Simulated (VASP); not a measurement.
# Be (Fd-3m) in VASP: a series of runs

The runs below take Be through single point, with PBEsol.

Everything below comes from runs of VASP 6.6.1. Logs are shortened: lines on timing, memory, paths and dates and some standing lists are left out, and cuts for length are marked.

### Step 1. The cell of the first run

Symmetry: Fd-3m, No. 227, cubic system. Conventional cell: a = 4.875 Å, b = 4.875 Å, c = 4.875 Å, α = 90.00°, β = 90.00°, γ = 90.00°. Be (site symmetry -43m) has 4 Be at 2.11 Å within 2.8 Å.

### Step 2. Single point, PBEsol

Contents of INCAR:

```
SYSTEM = Be
PREC     = Accurate       ! precision mode
ENCUT    = 520            ! plane-wave cutoff, eV
EDIFF    = 1E-6           ! SCF threshold, eV
ISMEAR   = -1             ! smearing method
SIGMA    = 0.1            ! smearing width, eV
LREAL    = .FALSE.        ! projectors in reciprocal space
LASPH    = .TRUE.         ! aspherical terms in the spheres
NELM     = 80             ! most SCF steps
ALGO     = Normal         ! electronic algorithm
ISIF     = 2              ! what is computed and relaxed
LWAVE    = .FALSE.        ! write WAVECAR
LCHARG   = .FALSE.        ! write CHGCAR
GGA      = PS             ! functional
NBANDS   = 9              ! bands
```

Contents of KPOINTS:

```
regular mesh
0
G
  12 12 12
  0 0 0
```

Contents of POSCAR:

```
Be
1.0
    0.0000000000      2.4376428586      2.4376428586
    2.4376428586      0.0000000000      2.4376428586
    2.4376428586      2.4376428586      0.0000000000
Be
2
Direct
    0.1250000000      0.1250000000      0.1250000000
    0.8750000000      0.8750000000      0.8750000000
```

Potentials or basis: VASP PAW PBE potentials, release 64 (Be).

Started as:

```
cat potpaw_PBE.64/Be/POTCAR > POTCAR
mpirun -np 1 vasp_std > vasp.out
```

OUTCAR:

```text
SYSTEM = Be
   PREC = Accurate
   ENCUT = 520
   EDIFF = 1E-6
   ISMEAR = -1
   LREAL = .FALSE.
   LASPH = .TRUE.
   NELM = 80
   ISIF = 2
   GGA = PS

 ion  position               nearest neighbor table
   1  0.125  0.125  0.125-   2 2.11   2 2.11   2 2.11   2 2.11
   2  0.875  0.875  0.875-   1 2.11   1 2.11   1 2.11   1 2.11

  LATTYP: Found a face centered cubic cell.
 ALAT       =     4.8752857172

  Lattice vectors:

 A1 = (   0.0000000000,   2.4376428586,   2.4376428586)
 A2 = (   2.4376428586,   0.0000000000,   2.4376428586)
 A3 = (   2.4376428586,   2.4376428586,   0.0000000000)

Analysis of symmetry for initial positions (statically):
=====================================================================
 Subroutine PRICEL returns:
 Original cell was already a primitive cell.

 Routine SETGRP: Setting up the symmetry group for a
 face centered cubic supercell.

 Subroutine GETGRP returns: Found 48 space group operations
 (whereof 12 operations were pure point group operations)
 out of a pool of 48 trial point group operations.

The static configuration has the point symmetry D_3d.
 The point group associated with its full space group is O_h .

Analysis of symmetry for dynamics (positions and initial velocities):
=====================================================================
 Subroutine PRICEL returns:
 Original cell was already a primitive cell.

 Routine SETGRP: Setting up the symmetry group for a
 face centered cubic supercell.

 Subroutine GETGRP returns: Found 48 space group operations
 (whereof 12 operations were pure point group operations)
 out of a pool of 48 trial point group operations.

The dynamic configuration has the point symmetry D_3d.
 The point group associated with its full space group is O_h .

 Subroutine INISYM returns: Found 48 space group operations
 (whereof 12 operations are pure point group operations),
 and found     1 'primitive' translations

----------------------------------------------------------------------------------------

                                     Primitive cell

  volume of cell :      28.9694

  direct lattice vectors                    reciprocal lattice vectors
     0.000000000  2.437642859  2.437642859    -0.205116184  0.205116184  0.205116184
     2.437642859  0.000000000  2.437642859     0.205116184 -0.205116184  0.205116184
     2.437642859  2.437642859  0.000000000     0.205116184  0.205116184 -0.205116184

  length of vectors
     3.447347591  3.447347591  3.447347591     0.355271651  0.355271651  0.355271651

  position of ions in fractional coordinates (direct lattice)
     0.125000000  0.125000000  0.125000000
     0.875000000  0.875000000  0.875000000

  ion indices of the primitive-cell ions
   primitive index   ion index
                 1           1
                 2           2

----------------------------------------------------------------------------------------

 KPOINTS: regular mesh

Automatic generation of k-mesh.
 Grid dimensions read from file:
 generate k-points for:   12   12   12

 Generating k-lattice:

  Cartesian coordinates                     Fractional coordinates (reciprocal lattice)
    -0.017093015  0.017093015  0.017093015     0.083333333  0.000000000  0.000000000
     0.017093015 -0.017093015  0.017093015     0.000000000  0.083333333  0.000000000
     0.017093015  0.017093015 -0.017093015     0.000000000  0.000000000  0.083333333

  Length of vectors
     0.029605971  0.029605971  0.029605971

  Shift w.r.t. Gamma in fractional coordinates (k-lattice)
     0.000000000  0.000000000  0.000000000

 Subroutine IBZKPT returns following result:
 ===========================================

 Found     72 irreducible k-points:

 Following reciprocal coordinates:
            Coordinates               Weight
  0.000000  0.000000  0.000000      1.000000
  0.083333  0.000000  0.000000      8.000000
  0.166667  0.000000  0.000000      8.000000
  0.250000  0.000000  0.000000      8.000000
  0.333333  0.000000  0.000000      8.000000
  0.416667  0.000000  0.000000      8.000000
[... 16 lines left out ...]
  0.500000  0.166667  0.000000     24.000000
 -0.416667  0.166667  0.000000     24.000000
 [... further k-points ...]
   k-points           NKPTS =     72   k-points in BZ     NKDIM =     72   number of bands    NBANDS=      9
   number of dos      NEDOS =    301   number of ions     NIONS =      2
   total plane-waves  NPLWV =  21952
   dimension x,y,z NGX =    28 NGY =   28 NGZ =   28
   dimension x,y,z NGXF=    56 NGYF=   56 NGZF=   56
   ions per type =               2
   NGX,Y,Z   is equivalent  to a cutoff of  13.50, 13.50, 13.50 a.u.
   NGXF,Y,Z  is equivalent  to a cutoff of  27.01, 27.01, 27.01 a.u.
 SYSTEM =  Be
   PREC   = accura    normal or accurate (medium, high low for compatibility)
   ISTART =      0    job   : 0-new  1-cont  2-samecut
   ICHARG =      2    charge: 1-file 2-atom 10-const
   ISPIN  =      1    spin polarized calculation?
   LNONCOLLINEAR =      F non collinear calculations
   LSORBIT =      F    spin-orbit coupling
   LASPH  =      T    aspherical Exc in radial PAW
   ENCUT  =  520.0 eV  38.22 Ry    6.18 a.u.   6.41  6.41  6.41*2*pi/ulx,y,z
   NELM   =     80;   NELMIN=  2; NELMDL= -5     # of ELM steps
   EDIFF  = 0.1E-05   stopping-criterion for ELM
   LREAL  =      F    real-space projection
   EDIFFG = 0.1E-04   stopping-criterion for IOM
   NSW    =      0    number of steps for IOM
   IBRION =     -1    ionic relax: 0-MD 1-quasi-New 2-CG
   NFREE  =      0    steps in history (QN), initial steepest desc. (CG)
   ISIF   =      2    stress and relaxation
   ISYM   =      2    0-nonsym 1-usesym 2-fastsym
   POTIM  = 0.5000    time-step for ionic-motion
   TEBEG  =    0.0;   TEEND  =   0.0 temperature during run
   PSTRESS=    0.0 pullay stress
   NELECT =       4.0000    total number of electrons
   NUPDOWN=      -1.0000    fix difference up-down
   EMIN   =  10.00;   EMAX   =-10.00  energy-range for DOS
   EFERMI =   0.00;   METHOD = LEGACY
   ISMEAR =    -1;   SIGMA  =   0.10  broadening in eV -4-tet -1-fermi 0-gaus
   EFERMI_NEDOS =   21; number of points for ismear=-14 and -15
   IALGO  =     38    algorithm
   IMIX   =      4    mixing-type and parameters
     AMIX     =   0.40;   BMIX     =  1.00
     AMIX_MAG =   1.60;   BMIX_MAG =  1.00
  volume/ion in A,a.u.               =      14.48        97.75
  Fermi-wavevector in a.u.,A,eV,Ry     =   0.846151  1.598994  9.741393  0.715972
  Thomas-Fermi vector in A             =   1.961453
   LORBIT       =      0    0 simple, 1 ext, 2 COOP (PROOUT), +10 PAW based schemes
   GGA     = PS    functional components
   LHFCALC =     F    Hartree Fock is set to
   AEXX    =    0.0000 exact exchange contribution
   IVDW    =     0    specifies the selected vdW correction
   LEPSILON=     F    determine dielectric tensor
   LRPA    =     F    only Hartree local field effects (RPA)
 non-spin polarized calculation
  energy-cutoff  :      520.00
  volume of cell :       28.97
 maximum number of plane-waves:       797
 NGX is ok and might be reduce to    28
   NGX = 13   NGY = 13   NGZ = 13

 number of electron       4.0000000 magnetization

 Free energy of the ion-electron system (eV)
  ---------------------------------------------------
  ext. energy  EPLUGINS =         0.00000000
  ---------------------------------------------------
  free energy    TOTEN  =        -4.63367160 eV

  energy without entropy =       -4.59994423  energy(sigma->0) =       -4.61680791

 E-fermi :   1.8581     XC(G=0):  -8.6308

 val. band max:        1.8354416500   @ k =  -0.2500   0.1667   0.0000
 cond. band min:       1.8978404494   @ k =  -0.3333   0.4167   0.1667
 fundamental gap:      0.0623987994
 Fermi energy:         1.8581152728

 k-point     1 :       0.0000    0.0000    0.0000
  band No.  band energies     occupation
      1      -5.5031      2.00000
      2       6.6862      0.00000
      3       6.6862      0.00000
      4       6.6862      0.00000
      5       9.2039      0.00000
      6       9.2039      0.00000
      7       9.2039      0.00000
      8      16.0247      0.00000
      9      16.2872      0.00000

 k-point     2 :       0.0833    0.0000    0.0000
  band No.  band energies     occupation
      1      -5.3976      2.00000
      2       5.8401      0.00000
      3       6.4471      0.00000
      4       6.4471      0.00000
      5       9.5149      0.00000
      6       9.5149      0.00000
      7       9.8164      0.00000
      8      15.7342      0.00000
      9      16.5019      0.00000

 k-point     3 :       0.1667    0.0000    0.0000
  band No.  band energies     occupation
      1      -5.0817      2.00000
      2       4.2819      0.00000
      3       5.9780      0.00000
      4       5.9780      0.00000
      5      10.1109      0.00000
      6      10.1109      0.00000
      7      10.7210      0.00000
      8      15.1482      0.00000
      9      16.2703      0.00000

 k-point     4 :       0.2500    0.0000    0.0000
  band No.  band energies     occupation
      1      -4.5567      2.00000
      2       2.6224      0.00096
      3       5.5334      0.00000
      4       5.5334      0.00000
      5      10.5090      0.00000
      6      10.5090      0.00000
      7      11.4362      0.00000
      8      14.5739      0.00000
      9      16.2273      0.00000
[... 205 lines left out ...]
 k-point    22 :       0.4167    0.1667    0.0000
  band No.  band energies     occupation
      1      -3.1671      2.00000
      2       0.8180      1.99994
      3       4.0072      0.00000
      4       4.1297      0.00000
      5       9.3246      0.00000
      6      12.2635      0.00000
      7      12.3801      0.00000
      8      13.8191      0.00000
      9      17.3055      0.00000

 k-point    23 :       0.5000    0.1667    0.0000
  band No.  band energies     occupation
      1      -2.1759      2.00000
      2      -0.5646      2.00000
      3       3.6536      0.00000
      4       4.0898      0.00000
      5       9.4017      0.00000
      6      12.0337      0.00000
      7      13.0547      0.00000
      8      14.4892      0.00000
      9      17.0036      0.00000

 k-point    24 :      -0.4167    0.1667    0.0000
  band No.  band energies     occupation
      1      -1.8115      2.00000
      2      -0.9826      2.00000
      3       3.3203      0.00000
      4       4.3540      0.00000
      5       9.6410      0.00000
      6      11.7070      0.00000
      7      13.3128      0.00000
      8      15.1212      0.00000
      9      16.8922      0.00000

 [... further k-points ...]
[... 5 lines left out ...]
  --------------------------------------------------------------------------------------
  -------------------------------------------------------------------------------------
  Total        0.0202904      0.0202904      0.0202904      0.0000000      0.0000000     -0.0000000
  in kB        1.1221762      1.1221762      1.1221762      0.0000000      0.0000000     -0.0000000
  external PRESSURE =       1.1221762 kB  Pullay stress =       0.0000000 kB

 VOLUME and BASIS-vectors are now :
 -----------------------------------------------------------------------------
  energy-cutoff  :      520.00
  volume of cell :       28.97
      direct lattice vectors                 reciprocal lattice vectors
     0.000000000  2.437642859  2.437642859    -0.205116184  0.205116184  0.205116184
     2.437642859  0.000000000  2.437642859     0.205116184 -0.205116184  0.205116184
     2.437642859  2.437642859  0.000000000     0.205116184  0.205116184 -0.205116184

 POSITION                                       TOTAL-FORCE (eV/Angst)
 -----------------------------------------------------------------------------------
      0.60941      0.60941      0.60941        -0.000000     -0.000000     -0.000000
      4.26588      4.26588      4.26588         0.000000      0.000000      0.000000
 -----------------------------------------------------------------------------------
    total drift:                               -0.000000     -0.000000     -0.000000

  FREE ENERGIE OF THE ION-ELECTRON SYSTEM (eV)
  ---------------------------------------------------
  free  energy   TOTEN  =        -4.6336715956 eV

  energy  without entropy=       -4.5999442257  energy(sigma->0) =       -4.61680791
```

Wall time 14 s (1 thread of AMD EPYC 7R13 (Zen 3), shared host); peak memory 0.12 GiB.

Results:

| Item | Value |
| --- | --- |
| Free energy | -4.6337 eV |
| Pressure | 0.1 GPa |
| Band gap on the k mesh | zero (band 2 reaches 6.69 eV, above the bottom of band 3 at 0.41 eV) |

Caveat: the PAW data sets were made with another functional, which shifts forces and pressure a little.

### Step 3. Single point, PBEsol (volume scaled by 0.88)

Contents of INCAR:

```
SYSTEM = Be
PREC = Accurate ; ENCUT = 520
EDIFF = 1E-7 ; ISMEAR = -1
SIGMA = 0.1 ; LREAL = .False.
LASPH = .True. ; NELM = 60
ALGO = Normal ; ISIF = 2
LWAVE = .False. ; LCHARG = .True.
GGA = PS ; LELF = .True.
LVHAR = .True. ; NBANDS = 9
```

Contents of KPOINTS:

```
regular mesh
0
Gamma
  13 13 13
  0 0 0
```

Contents of POSCAR:

```
Be
1.0
    0.0000000000      2.3359540795      2.3359540795
    2.3359540795      0.0000000000      2.3359540795
    2.3359540795      2.3359540795      0.0000000000
Be
2
Direct
    0.1250000000      0.1250000000      0.1250000000
    0.8750000000      0.8750000000      0.8750000000
```

Potentials or basis: VASP PAW PBE potentials, release 64 (Be).

Started as:

```
cat potpaw_PBE.64/Be/POTCAR > POTCAR
mpirun -np 1 vasp_std > vasp.out
```

Run time: 19 s. Hardware: 1 thread of AMD EPYC 7R13 (Zen 3), shared host; peak memory 0.12 GiB.

Results (log left out):

* Free energy: -4.5636 eV
* Pressure: 7.3 GPa
* Band gap on the k mesh: zero (band 2 reaches 7.85 eV, above the bottom of band 3 at 0.89 eV)

Levels at points of the mesh, in eV from the Fermi level:
```csv
k point,band 1,band 2,band 3,band 4,band 5,band 6,band 7
"(0.00, 0.00, 0.00)",-7.88,5.30,5.30,5.30,7.94,7.94,7.94
```

Caveat: the PAW data sets were made with another functional, which shifts forces and pressure a little.

### Step 4. Single point, PBEsol (volume scaled by 0.92)

Contents of INCAR:

```
PREC = Accurate ; ENCUT = 520
EDIFF = 1E-7 ; ISMEAR = -1
SIGMA = 0.1 ; LREAL = F
LASPH = T ; NELM = 60
ALGO = Normal ; ISIF = 2
LWAVE = F ; LCHARG = T
GGA = PS ; LELF = T
LVHAR = T ; NBANDS = 9
```

Contents of KPOINTS:

```
Automatic mesh
0
Gamma
  13 13 13
```

Contents of POSCAR:

```
Be
1.0
    0.0000000000      2.3708242066      2.3708242066
    2.3708242066      0.0000000000      2.3708242066
    2.3708242066      2.3708242066      0.0000000000
Be
2
Direct
    0.1250000000      0.1250000000      0.1250000000
    0.8750000000      0.8750000000      0.8750000000
```

Started as:

```
cat potpaw_PBE.64/Be/POTCAR > POTCAR
mpirun -np 1 vasp_std > vasp.out
```

Run time: 18 s. Hardware: 1 thread of AMD EPYC 7R13 (Zen 3), shared host; peak memory 0.12 GiB.

The run converged. Its results:

- Free energy: -4.6059 eV
- Pressure: 4.5 GPa
- Band gap on the k mesh: zero (band 2 reaches 7.43 eV, above the bottom of band 3 at 0.73 eV)

Levels at points of the mesh, in eV from the Fermi level:
```tsv
k point	band 1	band 2	band 3	band 4	band 5	band 6	band 7
(0.00, 0.00, 0.00)	-7.69	5.14	5.14	5.14	7.74	7.74	7.74
```

Caveat: the PAW data sets were made with another functional, which shifts forces and pressure a little.

### Step 5. Single point, PBEsol (volume scaled by 0.96)

Contents of INCAR:

```
SYSTEM = Be
ALGO     = Normal         ! electronic algorithm
EDIFF    = 1E-6           ! SCF threshold, eV
ENCUT    = 520            ! plane-wave cutoff, eV
GGA      = PS             ! functional
ISIF     = 2              ! what is computed and relaxed
ISMEAR   = -1             ! smearing method
LASPH    = .True.         ! aspherical terms in the spheres
LCHARG   = .False.        ! write CHGCAR
LREAL    = .False.        ! projectors in reciprocal space
LWAVE    = .False.        ! write WAVECAR
NBANDS   = 9              ! bands
NELM     = 100            ! most SCF steps
PREC     = Accurate       ! precision mode
SIGMA    = 0.1            ! smearing width, eV
```

Contents of KPOINTS:

```
k-points
0
Gamma
  13 13 13
  0 0 0
```

Contents of POSCAR:

```
Be
1.0
    0.0000000000      2.4046977004      2.4046977004
    2.4046977004      0.0000000000      2.4046977004
    2.4046977004      2.4046977004      0.0000000000
Be
2
Direct
    0.1250000000      0.1250000000      0.1250000000
    0.8750000000      0.8750000000      0.8750000000
```

Started as:

```
cat potpaw_PBE.64/Be/POTCAR > POTCAR
mpirun -np 1 vasp_std > vasp.out
```

Run time: 18 s. Hardware: 1 thread of AMD EPYC 7R13 (Zen 3), shared host; peak memory 0.13 GiB.

The run converged. Its results:

```
Free energy            : -4.6292 eV
Pressure               : 2.1 GPa
Band gap on the k mesh : zero (band 2 reaches 7.04 eV, above the bottom of band 3 at 0.59 eV)
```

Levels at points of the mesh, in eV from the Fermi level:
```csv
k point,band 1,band 2,band 3,band 4,band 5
"(0.00, 0.00, 0.00)",-7.51,4.99,4.99,4.99,7.55
```

Caveat: the PAW data sets were made with another functional, which shifts forces and pressure a little.

### Step 6. Overview

```csv
cell,k mesh,gap on the mesh (eV),pressure (GPa)
"a = 3.447 Å, angles 60.0°, 2 atoms",12 × 12 × 12,none,0.1
"a = 3.304 Å, angles 60.0°, 2 atoms",13 × 13 × 13,none,7.3
"a = 3.353 Å, angles 60.0°, 2 atoms",13 × 13 × 13,none,4.5
"a = 3.401 Å, angles 60.0°, 2 atoms",13 × 13 × 13,none,2.1
```

Alike in all rows: task single point; level PBEsol; potentials or basis VASP PAW PBE potentials, release 64 (Be); no spin polarisation; cutoff (eV) 520; smearing fermi-dirac 0.1 eV.

Caveats: the PAW data sets were made with another functional, which shifts forces and pressure a little.

Absolute energies hang on the potentials; compare differences alone.
